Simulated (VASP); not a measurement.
# CaHf2Pb2 (I4/mmm) in VASP: single point with r2SCAN

Aim: the single point of CaHf2Pb2 with r2SCAN.

All numbers are computed with VASP 6.6.1; they aren't measurements. Logs are shortened: lines on timing, memory, paths and dates and some standing lists are left out, and cuts for length are marked.

## (1) The cell of the first run

It takes space group I4/mmm (No. 139, tetragonal). Conventional cell: a = 4.732 Å, b = 4.732 Å, c = 12.196 Å, α = 90.00°, β = 90.00°, γ = 90.00°. Within 3.7 Å of Pb (site symmetry 4mm) lie 1 Pb at 2.78 Å and 4 Hf at 2.89 Å and 4 Ca at 3.62 Å. Within 4.8 Å of Ca (site symmetry 4/mmm) lie 10 Pb at 3.62 to 4.71 Å and 8 Hf at 3.86 Å and 4 Ca at 4.73 Å. Within 3.9 Å of Hf (site symmetry -4m2) lie 4 Pb at 2.89 Å and 4 Hf at 3.35 Å and 4 Ca at 3.86 Å.

## (2) Single point, r2SCAN

Input file POSCAR:

```
CaHf2Pb2
1.0
    0.0000000000      4.7320790000      0.0000000000
    4.7320790000      0.0000000000      0.0000000000
    2.3660390000      2.3660390000     -6.0977500000
Pb Ca Hf
2 1 2
Direct
    0.3860000000      0.3860000000      0.2280000000
    0.6140000000      0.6140000000      0.7720000000
    0.0000000000      0.0000000000      0.0000000000
    0.7500000000      0.2500000000      0.5000000000
    0.2500000000      0.7500000000      0.5000000000
```

Input file INCAR.step1:

```
PREC     = Accurate       # precision mode
ENCUT    = 520            # plane-wave cutoff, eV
ISMEAR   = 1              # smearing method
SIGMA    = 0.2092         # smearing width, eV
LREAL    = F              # projectors in reciprocal space
LASPH    = T              # aspherical terms in the spheres
NELM     = 60             # most SCF steps
NBANDS   = 37             # bands
GGA      = PE             # functional
ALGO     = Normal         # electronic algorithm
EDIFF    = 1E-4           # SCF threshold, eV
LWAVE    = T              # write WAVECAR
LCHARG   = F              # write CHGCAR
```

Input file INCAR.step2:

```
PREC     = Accurate       # precision mode
ENCUT    = 520            # plane-wave cutoff, eV
EDIFF    = 1E-6           # SCF threshold, eV
ISMEAR   = 1              # smearing method
SIGMA    = 0.2092         # smearing width, eV
LREAL    = F              # projectors in reciprocal space
LASPH    = T              # aspherical terms in the spheres
NELM     = 60             # most SCF steps
ALGO     = Normal         # electronic algorithm
ISIF     = 2              # what is computed and relaxed
LWAVE    = F              # write WAVECAR
LCHARG   = F              # write CHGCAR
METAGGA  = R2SCAN         # meta-GGA
LMIXTAU  = T            
NBANDS   = 37             # bands
ISTART   = 1
```

Input file KPOINTS:

```
Automatic mesh
0
Gamma
  8 8 8
```

Potentials or basis: VASP PAW PBE potentials, release 64 (Pb_d, Ca_sv, Hf_pv).

Run with:

```bash
$ cat potpaw_PBE.64/Pb_d/POTCAR potpaw_PBE.64/Ca_sv/POTCAR potpaw_PBE.64/Hf_pv/POTCAR > POTCAR
$ cp INCAR.step1 INCAR
$ mpirun -np 1 vasp_std > vasp.out
$ cp INCAR.step2 INCAR
$ mpirun -np 1 vasp_std > vasp.out
```

OUTCAR:

```text
PREC = Accurate
   ENCUT = 520
   EDIFF = 1E-6
   ISMEAR = 1
   LREAL = F
   LASPH = T
   NELM = 60
   ISIF = 2
   METAGGA = R2SCAN
   ISTART = 1

 ion  position               nearest neighbor table
   1  0.386  0.386  0.228-   2 2.78   4 2.89   5 2.89   5 2.89   4 2.89   3 3.62   3 3.62   3 3.62
                             3 3.62
   2  0.614  0.614  0.772-   1 2.78   4 2.89   5 2.89   4 2.89   5 2.89   3 3.62   3 3.62   3 3.62
                             3 3.62
   3  0.000  0.000  0.000-   1 3.62   2 3.62   2 3.62   2 3.62   1 3.62   1 3.62   2 3.62   1 3.62

   4  0.750  0.250  0.500-   1 2.89   2 2.89   1 2.89   2 2.89   5 3.35   5 3.35   5 3.35   5 3.35

   5  0.250  0.750  0.500-   1 2.89   2 2.89   1 2.89   2 2.89   4 3.35   4 3.35   4 3.35   4 3.35

  LATTYP: Found a body centered tetragonal cell.
 ALAT       =     4.7320790000
 C/A-ratio  =     2.5771970417

  Lattice vectors:

 A1 = (  -2.3660390000,   2.3660400000,   6.0977500000)
 A2 = (   2.3660400000,  -2.3660390000,   6.0977500000)
 A3 = (   2.3660390000,   2.3660390000,  -6.0977500000)

Analysis of symmetry for initial positions (statically):
=====================================================================
 Subroutine PRICEL returns:
 Original cell was already a primitive cell.

 Routine SETGRP: Setting up the symmetry group for a
 body centered tetragonal supercell.

 Subroutine GETGRP returns: Found 16 space group operations
 (whereof 16 operations were pure point group operations)
 out of a pool of 16 trial point group operations.

The static configuration has the point symmetry D_4h.

Analysis of symmetry for dynamics (positions and initial velocities):
=====================================================================
 Subroutine PRICEL returns:
 Original cell was already a primitive cell.

 Routine SETGRP: Setting up the symmetry group for a
 body centered tetragonal supercell.

 Subroutine GETGRP returns: Found 16 space group operations
 (whereof 16 operations were pure point group operations)
 out of a pool of 16 trial point group operations.

The dynamic configuration has the point symmetry D_4h.

 Subroutine INISYM returns: Found 16 space group operations
 (whereof 16 operations are pure point group operations),
 and found     1 'primitive' translations

----------------------------------------------------------------------------------------

                                     Primitive cell

  volume of cell :     136.5443

  direct lattice vectors                    reciprocal lattice vectors
     0.000000000  4.732079000  0.000000000     0.000000000  0.211323606  0.081997441
     4.732079000  0.000000000  0.000000000     0.211323606  0.000000000  0.081997441
     2.366039000  2.366039000 -6.097750000     0.000000000  0.000000000 -0.163994916

  length of vectors
     4.732079000  4.732079000  6.955489642     0.226674319  0.226674319  0.163994916

  position of ions in fractional coordinates (direct lattice)
     0.386000000  0.386000000  0.228000000
     0.614000000  0.614000000  0.772000000
     0.000000000  0.000000000  0.000000000
     0.750000000  0.250000000  0.500000000
     0.250000000  0.750000000  0.500000000

  ion indices of the primitive-cell ions
   primitive index   ion index
                 1           1
                 2           2
                 3           3
                 4           4
                 5           5

----------------------------------------------------------------------------------------

 KPOINTS: Automatic mesh

Automatic generation of k-mesh.
 Grid dimensions read from file:
 generate k-points for:    8    8    8

 Generating k-lattice:

  Cartesian coordinates                     Fractional coordinates (reciprocal lattice)
     0.000000000  0.026415451  0.010249680     0.125000000  0.000000000 -0.000000000
     0.026415451  0.000000000  0.010249680     0.000000000  0.125000000 -0.000000000
     0.000000000  0.000000000 -0.020499365     0.000000000  0.000000000  0.125000000

  Length of vectors
     0.028334290  0.028334290  0.020499365

  Shift w.r.t. Gamma in fractional coordinates (k-lattice)
     0.000000000  0.000000000  0.000000000

 Subroutine IBZKPT returns following result:
 ===========================================

 Found     59 irreducible k-points:

 Following reciprocal coordinates:
            Coordinates               Weight
  0.000000  0.000000  0.000000      1.000000
  0.125000  0.000000  0.000000      8.000000
  0.250000  0.000000  0.000000      8.000000
  0.375000  0.000000  0.000000      8.000000
  0.500000  0.000000  0.000000      4.000000
  0.125000  0.125000  0.000000      8.000000
[... 16 lines left out ...]
  0.250000  0.000000  0.125000      4.000000
  0.375000  0.000000  0.125000      8.000000
 [... further k-points ...]
   k-points           NKPTS =     59   k-points in BZ     NKDIM =     59   number of bands    NBANDS=     37
   number of dos      NEDOS =    301   number of ions     NIONS =      5
   total plane-waves  NPLWV =  69984
   dimension x,y,z NGX =    36 NGY =   36 NGZ =   54
   dimension x,y,z NGXF=    72 NGYF=   72 NGZF=  108
   ions per type =               2   1   2
   NGX,Y,Z   is equivalent  to a cutoff of  12.65, 12.65, 12.91 a.u.
   NGXF,Y,Z  is equivalent  to a cutoff of  25.29, 25.29, 25.81 a.u.
 SYSTEM =  unknown system
   PREC   = accura    normal or accurate (medium, high low for compatibility)
   ISTART =      1    job   : 0-new  1-cont  2-samecut
   ICHARG =      0    charge: 1-file 2-atom 10-const
   ISPIN  =      1    spin polarized calculation?
   LNONCOLLINEAR =      F non collinear calculations
   LSORBIT =      F    spin-orbit coupling
   LASPH  =      T    aspherical Exc in radial PAW
   ENCUT  =  520.0 eV  38.22 Ry    6.18 a.u.   8.80  8.80 12.93*2*pi/ulx,y,z
   NELM   =     60;   NELMIN=  2; NELMDL=  0     # of ELM steps
   EDIFF  = 0.1E-05   stopping-criterion for ELM
   LREAL  =      F    real-space projection
[... 7 lines left out ...]
   TEBEG  =    0.0;   TEEND  =   0.0 temperature during run
   PSTRESS=    0.0 pullay stress
   NELECT =      58.0000    total number of electrons
   NUPDOWN=      -1.0000    fix difference up-down
   EMIN   =  10.00;   EMAX   =-10.00  energy-range for DOS
   EFERMI =   0.00;   METHOD = LEGACY
   ISMEAR =     1;   SIGMA  =   0.21  broadening in eV -4-tet -1-fermi 0-gaus
   EFERMI_NEDOS =   21; number of points for ismear=-14 and -15
   IALGO  =     38    algorithm
   IMIX   =      4    mixing-type and parameters
     AMIX     =   0.40;   BMIX     =  1.00
     AMIX_MAG =   1.60;   BMIX_MAG =  1.00
  volume/ion in A,a.u.               =      27.31       184.29
  Fermi-wavevector in a.u.,A,eV,Ry     =   1.230627  2.325547 20.605232  1.514442
  Thomas-Fermi vector in A             =   2.365468
   LORBIT       =      0    0 simple, 1 ext, 2 COOP (PROOUT), +10 PAW based schemes
   METAGGA = R2SCAN    functional components
   LHFCALC =     F    Hartree Fock is set to
   AEXX    =    0.0000 exact exchange contribution
   IVDW    =     0    specifies the selected vdW correction
   LEPSILON=     F    determine dielectric tensor
   LRPA    =     F    only Hartree local field effects (RPA)
 non-spin polarized calculation
 Methfessel and Paxton  Order N= 1 SIGMA  =   0.21
  energy-cutoff  :      520.00
  volume of cell :      136.54
 maximum number of plane-waves:      3710
   NGX = 17   NGY = 17   NGZ = 25

 number of electron      57.9999997 magnetization

 Free energy of the ion-electron system (eV)
  ---------------------------------------------------
  ext. energy  EPLUGINS =         0.00000000
  ---------------------------------------------------
  free energy    TOTEN  =      -209.97237581 eV

  energy without entropy =     -209.97280619  energy(sigma->0) =     -209.97251927

 E-fermi :   5.4467     XC(G=0): -10.8612

 val. band max:        5.4308317295   @ k =  -0.3750   0.0000   0.1250
 cond. band min:       5.4602161395   @ k =   0.3750   0.0000   0.0000
 fundamental gap:      0.0293844099
 Fermi energy:         5.4467457367

 k-point     1 :       0.0000    0.0000    0.0000
  band No.  band energies     occupation
      1     -38.0137      2.00000
      2     -26.9496      2.00000
      3     -26.8927      2.00000
      4     -26.8156      2.00000
      5     -26.8156      2.00000
      6     -26.5782      2.00000
[... 29 lines left out ...]
     36       8.8141     -0.00000
     37       9.3170     -0.00000

 k-point     2 :       0.1250    0.0000    0.0000
  band No.  band energies     occupation
      1     -38.0137      2.00000
      2     -26.9472      2.00000
      3     -26.8946      2.00000
      4     -26.8076      2.00000
      5     -26.8068      2.00000
      6     -26.5883      2.00000
[... 29 lines left out ...]
     36       8.6095     -0.00000
     37       8.7332     -0.00000

 k-point     3 :       0.2500    0.0000    0.0000
  band No.  band energies     occupation
      1     -38.0136      2.00000
      2     -26.9405      2.00000
      3     -26.9002      2.00000
      4     -26.7843      2.00000
      5     -26.7814      2.00000
      6     -26.6166      2.00000
[... 29 lines left out ...]
     36       8.3888     -0.00000
     37       8.8967     -0.00000

 k-point     4 :       0.3750    0.0000    0.0000
  band No.  band energies     occupation
      1     -38.0135      2.00000
      2     -26.9307      2.00000
      3     -26.9089      2.00000
      4     -26.7483      2.00000
      5     -26.7433      2.00000
      6     -26.6576      2.00000
[... 29 lines left out ...]
     36       8.2031     -0.00000
     37       8.6657     -0.00000
[... 683 lines left out ...]
      1     -38.0137      2.00000
      2     -26.9496      2.00000
      3     -26.8926      2.00000
      4     -26.8156      2.00000
      5     -26.8156      2.00000
      6     -26.5781      2.00000
[... 29 lines left out ...]
     36       8.8005     -0.00000
     37       9.3625     -0.00000

 k-point    23 :       0.2500    0.0000    0.1250
  band No.  band energies     occupation
      1     -38.0136      2.00000
      2     -26.9405      2.00000
      3     -26.9002      2.00000
      4     -26.7843      2.00000
      5     -26.7814      2.00000
      6     -26.6166      2.00000
[... 29 lines left out ...]
     36       8.3302     -0.00000
     37       8.9695     -0.00000

 k-point    24 :       0.3750    0.0000    0.1250
  band No.  band energies     occupation
      1     -38.0135      2.00000
      2     -26.9307      2.00000
      3     -26.9089      2.00000
      4     -26.7483      2.00000
      5     -26.7433      2.00000
      6     -26.6576      2.00000
[... 29 lines left out ...]
     36       8.2085     -0.00000
     37       8.9538     -0.00000

 [... further k-points ...]

------------------------ aborting loop because EDIFF is reached ----------------------------------------

  FORCE on cell =-STRESS in cart. coord.  units (eV):
  Direction    XX          YY          ZZ          XY          YZ          ZX
  --------------------------------------------------------------------------------------
  -------------------------------------------------------------------------------------
  Total       -0.5133343     -0.5133343      7.8080359      0.0000000      0.0000006      0.0000006
  in kB       -6.0233388     -6.0233388     91.6175764      0.0000000      0.0000075      0.0000075
  external PRESSURE =      26.5236329 kB  Pullay stress =       0.0000000 kB

 VOLUME and BASIS-vectors are now :
 -----------------------------------------------------------------------------
  energy-cutoff  :      520.00
  volume of cell :      136.54
      direct lattice vectors                 reciprocal lattice vectors
     0.000000000  4.732079000  0.000000000     0.000000000  0.211323606  0.081997441
     4.732079000  0.000000000  0.000000000     0.211323606  0.000000000  0.081997441
     2.366039000  2.366039000 -6.097750000     0.000000000  0.000000000 -0.163994916

 POSITION                                       TOTAL-FORCE (eV/Angst)
 -----------------------------------------------------------------------------------
      2.36604      2.36604     -1.39029        -0.000000     -0.000000     -0.900454
      4.73208      4.73208     -4.70746         0.000000      0.000000      0.900454
      0.00000      0.00000      0.00000        -0.000000     -0.000000     -0.000000
      2.36604      4.73208     -3.04887         0.000000     -0.000000      0.000000
      4.73208      2.36604     -3.04887        -0.000000      0.000000     -0.000000
 -----------------------------------------------------------------------------------
    total drift:                                0.000000      0.000000     -0.000000

  FREE ENERGIE OF THE ION-ELECTRON SYSTEM (eV)
  ---------------------------------------------------
  free  energy   TOTEN  =      -209.9723758111 eV

  energy  without entropy=     -209.9728061855  energy(sigma->0) =     -209.97251927
```

Run time: 13 min. Hardware: 1 thread of Intel Xeon Platinum 8488C (Sapphire Rapids), shared host; peak memory 0.48 GiB.

What came out:

```
Free energy            : -209.9724 eV
Pressure               : 2.7 GPa
Largest force          : 0.900 eV/Å
Band gap on the k mesh : zero (bands 29 and 30 overlap by 0.77 eV)
```

Forces in eV/Å, atoms in the order of the input:
```
Pb   0.000  0.000 -0.900
Pb   0.000  0.000  0.900
Ca   0.000  0.000  0.000
Hf   0.000  0.000  0.000
Hf   0.000  0.000  0.000
```

Levels at points of the mesh, in eV from the Fermi level:
```tsv
k point	band 27	band 28	band 29	band 30	band 31	band 32
(0.00, 0.00, 0.00)	-0.87	-0.37	-0.37	0.43	1.35	1.40
(0.50, 0.00, 0.00)	-0.91	-0.68	0.49	0.70	0.90	1.30
(0.50, 0.50, 0.00)	-1.17	-0.94	-0.70	-0.27	0.22	1.94
(0.00, 0.00, 0.50)	-1.41	-1.38	-0.86	0.07	0.61	1.90
```

Caveat: the stress differs along the axes, from -1 to 9 GPa; the PAW data sets were made with another functional, which shifts forces and pressure a little; spin-orbit coupling is left out, which moves the levels of the heavy elements.

The gap in the log of VASP goes by the Fermi energy; the results here count the filled bands.